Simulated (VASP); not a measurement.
# MgS (P-6m2) in VASP: a series of runs

Runs on MgS. Level: PBE. Tasks: single point.

Everything below comes from runs of VASP 6.6.1. Logs are shortened: lines on timing, memory, paths and dates and some standing lists are left out, and cuts for length are marked.

## (1) The cell of the first run

The structure is hexagonal, space group P-6m2 (No. 187). The conventional cell has a = 3.537 Å, b = 3.537 Å, c = 3.238 Å, α = 90.00°, β = 90.00°, γ = 120.00°. Mg (site symmetry -6m2) has 6 S at 2.61 Å and 2 Mg at 3.24 Å within 3.4 Å. Within 3.4 Å of S (site symmetry -6m2) lie 6 Mg at 2.61 Å and 2 S at 3.24 Å.

## (2) Single point, PBE

INCAR

```
PREC = Accurate ; ENCUT = 520
EDIFF = 1E-7 ; ISMEAR = -1
SIGMA = 0.05 ; LREAL = False
LASPH = True ; NELM = 60
ALGO = Normal ; ISIF = 2
LWAVE = False ; LCHARG = False
GGA = PE ; NBANDS = 11
```

KPOINTS

```
Automatic mesh
0
Gamma
  9 9 8
```

POSCAR

```
MgS
1.0
    3.5371972758      0.0000000000      0.0000000000
   -1.7685937400      3.0633029040      0.0000000000
    0.0000000000      0.0000000000      3.2377867817
Mg S
1 1
Direct
    0.0000000000      0.0000000000      0.5000000000
    0.6666700000      0.3333300000      0.0000000000
```

Potentials or basis: VASP PAW PBE potentials, release 64 (Mg, S).

Launch:

```console
cat potpaw_PBE.64/Mg/POTCAR potpaw_PBE.64/S/POTCAR > POTCAR
mpirun -np 1 vasp_std > vasp.out
```

OUTCAR:

```text
PREC = Accurate
   ENCUT = 520
   EDIFF = 1E-7
   ISMEAR = -1
   LREAL = False
   LASPH = True
   NELM = 60
   ISIF = 2
   GGA = PE

 ion  position               nearest neighbor table
   1  0.000  0.000  0.500-   2 2.61   2 2.61   2 2.61   2 2.61   2 2.61   2 2.61
   2  0.667  0.333  0.000-   1 2.61   1 2.61   1 2.61   1 2.61   1 2.61   1 2.61

  LATTYP: Found a hexagonal cell.
 ALAT       =     3.5371972758
 C/A-ratio  =     0.9153537474

  Lattice vectors:

 A1 = (   3.5371972758,   0.0000000000,   0.0000000000)
 A2 = (  -1.7685937400,   3.0633029040,   0.0000000000)
 A3 = (   0.0000000000,   0.0000000000,   3.2377867817)

Analysis of symmetry for initial positions (statically):
=====================================================================
 Subroutine PRICEL returns:
 Original cell was already a primitive cell.

 Routine SETGRP: Setting up the symmetry group for a
 hexagonal supercell.

 Subroutine GETGRP returns: Found  4 space group operations
 (whereof  4 operations were pure point group operations)
 out of a pool of 24 trial point group operations.

The static configuration has the point symmetry C_2v.

Analysis of symmetry for dynamics (positions and initial velocities):
=====================================================================
 Subroutine PRICEL returns:
 Original cell was already a primitive cell.

 Routine SETGRP: Setting up the symmetry group for a
 hexagonal supercell.

 Subroutine GETGRP returns: Found  4 space group operations
 (whereof  4 operations were pure point group operations)
 out of a pool of 24 trial point group operations.

The dynamic configuration has the point symmetry C_2v.

 Subroutine INISYM returns: Found  4 space group operations
 (whereof  4 operations are pure point group operations),
 and found     1 'primitive' translations

----------------------------------------------------------------------------------------

                                     Primitive cell

  volume of cell :      35.0831

  direct lattice vectors                    reciprocal lattice vectors
     3.537197276  0.000000000  0.000000000     0.282709705  0.163222062  0.000000000
    -1.768593740  3.063302904  0.000000000     0.000000000  0.326445027  0.000000000
     0.000000000  0.000000000  3.237786782     0.000000000  0.000000000  0.308852950

[... 82 lines left out ...]
   NELM   =     60;   NELMIN=  2; NELMDL= -5     # of ELM steps
   EDIFF  = 0.1E-06   stopping-criterion for ELM
   LREAL  =      F    real-space projection
   EDIFFG = 0.1E-05   stopping-criterion for IOM
   NSW    =      0    number of steps for IOM
   IBRION =     -1    ionic relax: 0-MD 1-quasi-New 2-CG
   NFREE  =      0    steps in history (QN), initial steepest desc. (CG)
   ISIF   =      2    stress and relaxation
   ISYM   =      2    0-nonsym 1-usesym 2-fastsym
   POTIM  = 0.5000    time-step for ionic-motion
   TEBEG  =    0.0;   TEEND  =   0.0 temperature during run
   PSTRESS=    0.0 pullay stress
   NELECT =       8.0000    total number of electrons
   NUPDOWN=      -1.0000    fix difference up-down
   EMIN   =  10.00;   EMAX   =-10.00  energy-range for DOS
   EFERMI =   0.00;   METHOD = LEGACY
   ISMEAR =    -1;   SIGMA  =   0.05  broadening in eV -4-tet -1-fermi 0-gaus
   EFERMI_NEDOS =   21; number of points for ismear=-14 and -15
   IALGO  =     38    algorithm
   IMIX   =      4    mixing-type and parameters
     AMIX     =   0.40;   BMIX     =  1.00
     AMIX_MAG =   1.60;   BMIX_MAG =  1.00
  volume/ion in A,a.u.               =      17.54       118.38
  Fermi-wavevector in a.u.,A,eV,Ry     =   1.000167  1.890041 13.610359  1.000333
  Thomas-Fermi vector in A             =   2.132505
   LORBIT       =      0    0 simple, 1 ext, 2 COOP (PROOUT), +10 PAW based schemes
   GGA     = PE    functional components
[... 5 lines left out ...]
 non-spin polarized calculation
  energy-cutoff  :      520.00
  volume of cell :       35.08
 maximum number of plane-waves:       966
   NGX = 13   NGY = 13   NGZ = 13

 number of electron       7.9999998 magnetization

 Free energy of the ion-electron system (eV)
  ---------------------------------------------------
  ext. energy  EPLUGINS =         0.00000000
  ---------------------------------------------------
  free energy    TOTEN  =        -7.97320225 eV

  energy without entropy =       -7.97320193  energy(sigma->0) =       -7.97320209

 E-fermi :   5.1524     XC(G=0):  -9.6668

 val. band max:        4.5702770244   @ k =   0.3333   0.3333   0.0000
 cond. band min:       5.7470966901   @ k =   0.4444   0.1111   0.5000
 fundamental gap:      1.1768196658
 Fermi energy:         5.1524264203

 k-point     1 :       0.0000    0.0000    0.0000
  band No.  band energies     occupation
      1      -8.8934      2.00000
      2       3.6856      2.00000
      3       3.6856      2.00000
      4       3.7530      2.00000
      5       6.9481      0.00000
      6       9.7769      0.00000
      7      11.6384      0.00000
      8      11.6385      0.00000
      9      15.8880      0.00000
     10      18.6363      0.00000
     11      18.6364      0.00000
[... 309 lines left out ...]
 k-point    24 :       0.4444    0.3333    0.0000
  band No.  band energies     occupation
      1      -7.5990      2.00000
      2      -0.5376      2.00000
      3       1.0388      2.00000
      4       4.5210      1.99999
      5      10.0929      0.00000
      6      11.2878      0.00000
      7      12.5660      0.00000
      8      13.6699      0.00000
      9      15.2058      0.00000
     10      15.4257      0.00000
     11      16.7768      0.00000

 [... further k-points ...]

------------------------ aborting loop because EDIFF is reached ----------------------------------------

  FORCE on cell =-STRESS in cart. coord.  units (eV):
  Direction    XX          YY          ZZ          XY          YZ          ZX
  --------------------------------------------------------------------------------------
  -------------------------------------------------------------------------------------
  Total        0.8965203      0.8964810      1.2162819     -0.0000327      0.0000000      0.0000000
  in kB       40.9423931     40.9406000     55.5453060     -0.0014921      0.0000000      0.0000000
  external PRESSURE =      45.8094330 kB  Pullay stress =       0.0000000 kB

 VOLUME and BASIS-vectors are now :
 -----------------------------------------------------------------------------
  energy-cutoff  :      520.00
  volume of cell :       35.08
      direct lattice vectors                 reciprocal lattice vectors
     3.537197276  0.000000000  0.000000000     0.282709705  0.163222062  0.000000000
    -1.768593740  3.063302904  0.000000000     0.000000000  0.326445027  0.000000000
     0.000000000  0.000000000  3.237786782     0.000000000  0.000000000  0.308852950

 POSITION                                       TOTAL-FORCE (eV/Angst)
 -----------------------------------------------------------------------------------
      0.00000      0.00000      1.61889         0.000055     -0.000032      0.000000
      1.76862      1.02109      0.00000        -0.000055      0.000032      0.000000
 -----------------------------------------------------------------------------------
    total drift:                               -0.000005     -0.000010      0.000000

  FREE ENERGIE OF THE ION-ELECTRON SYSTEM (eV)
  ---------------------------------------------------
  free  energy   TOTEN  =        -7.9732022548 eV

  energy  without entropy=       -7.9732019263  energy(sigma->0) =       -7.97320209
```

stdout:

```text
POSCAR found type information on POSCAR MgS
 POSCAR found :  2 types and       2 ions
 scaLAPACK will be used
 LDA part: xc-table for (Slater+PW92), standard interpolation
 POSCAR, INCAR and KPOINTS ok, starting setup
 FFT: planning ... GRIDC
 FFT: planning ... GRID_SOFT
 FFT: planning ... GRID
 WAVECAR not read
 entering main loop
```

Run time: 16 s. Hardware: 1 thread of Intel Xeon 6975P-C (Granite Rapids), shared host; peak memory 0.18 GiB.

What came out:

| Item | Value |
| --- | --- |
| Free energy | -7.9732 eV |
| Pressure | 4.6 GPa |
| Band gap on the k mesh | 1.18 eV, indirect (least direct gap 2.22 eV) |

A k mesh can miss the band edges.

## (3) Single point, PBE

This run uses another cell than the first one, of 17.91 Å³/atom, 1.021 times its volume.

INCAR

```
SYSTEM = MgS
ALGO     = Normal         ! electronic algorithm
EDIFF    = 1E-6           ! SCF threshold, eV
ENCUT    = 520            ! plane-wave cutoff, eV
GGA      = PE             ! functional
ISIF     = 2              ! what is computed and relaxed
ISMEAR   = -1             ! smearing method
LASPH    = .True.         ! aspherical terms in the spheres
LCHARG   = .False.        ! write CHGCAR
LREAL    = .False.        ! projectors in reciprocal space
LWAVE    = .False.        ! write WAVECAR
NBANDS   = 11             ! bands
NELM     = 80             ! most SCF steps
PREC     = Accurate       ! precision mode
SIGMA    = 0.05           ! smearing width, eV
```

KPOINTS

```
k-points
0
Gamma
  9 9 8
  0 0 0
```

POSCAR

```
MgS
1.0
    3.5621079365      0.0000000000      0.0000000000
   -1.7810490358      3.0848761704      0.0000000000
    0.0000000000      0.0000000000      3.2605888483
Mg S
1 1
Direct
    0.0000000000      0.0000000000      0.5000000000
    0.6666700000      0.3333300000      0.0000000000
```

Potentials or basis: VASP PAW PBE potentials, release 64 (Mg, S).

Launch:

```console
cat potpaw_PBE.64/Mg/POTCAR potpaw_PBE.64/S/POTCAR > POTCAR
mpirun -np 1 vasp_std > vasp.out
```

Wall time 14 s (1 thread of Intel Xeon 6975P-C (Granite Rapids), shared host); peak memory 0.18 GiB.

The run converged. Its results:

```
Free energy            : -7.9905 eV
Pressure               : 2.8 GPa
Band gap on the k mesh : 1.21 eV, indirect (least direct gap 2.22 eV)
```

Stress tensor (GPa, compression positive):
```
2.48 0.00 0.00
0.00 2.48 0.00
0.00 0.00 3.39
```

Levels at points of the mesh, in eV from the valence-band top:
```csv
k point,band 1,band 2,band 3,band 4,band 5,band 6,band 7,band 8
"(0.00, 0.00, 0.00)",-13.33,-0.86,-0.86,-0.80,2.25,5.26,7.06,7.06
"(0.00, 0.00, 0.50)",-12.14,-5.99,-0.10,-0.10,5.55,7.15,8.27,8.27
```

A k mesh can miss the band edges.
